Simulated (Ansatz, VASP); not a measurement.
## B4AsRu in VASP and in Ansatz

```
CELL_PARAMETERS angstrom
0.00000 3.24937 3.24937
3.24937 0.00000 3.24937
3.24937 3.24937 0.00000
ATOMIC_POSITIONS crystal
B 0.87545 0.37485 0.37485
B 0.37485 0.37485 0.37485
B 0.37485 0.87545 0.37485
B 0.37485 0.37485 0.87545
As 0.00000 0.00000 0.00000
Ru 0.75000 0.75000 0.75000
```

Change from the starting cell: species swapped into the CeYRh4 type (F-43m, No. 216).

Alike in both runs: task relaxation of cell and atoms; functional PBE; k mesh 4 × 4 × 4; occupations gaussian, width 0.1 eV; no spin polarisation.

```csv
,VASP,Ansatz
version,VASP 6.6.1,Ansatz 0.2.0
potentials or method,"VASP PAW PBE potentials, release 64 (B, As, Ru_pv), cutoff 600 eV","scalar-relativistic, plane waves, PAW"
valence electrons in the cell,31,43
```

|  | VASP | Ansatz | Ansatz less VASP |
| --- | --- | --- | --- |
| gap on the k mesh at the Fermi level, each at its own relaxed structure (eV) | none | none | - |
| relaxed volume (Å³/atom) | 9.47 | 9.47 | -0.002 |
| relaxed length of the cell vector where the two differ most in proportion (Å) | 4.316 | 4.315 | -0.0004 |

A gap of «none» marks a metal or a gap that the smearing closes. VASP's potentials hold 31 valence electrons a cell and Ansatz's 43, so a difference there can come from the potentials and not from the codes.

The k mesh is coarse, so the values compare programs but aren't converged. Noted on VASP's run: the volume moved by over 15 % at a fixed basis, so the end points are rough.
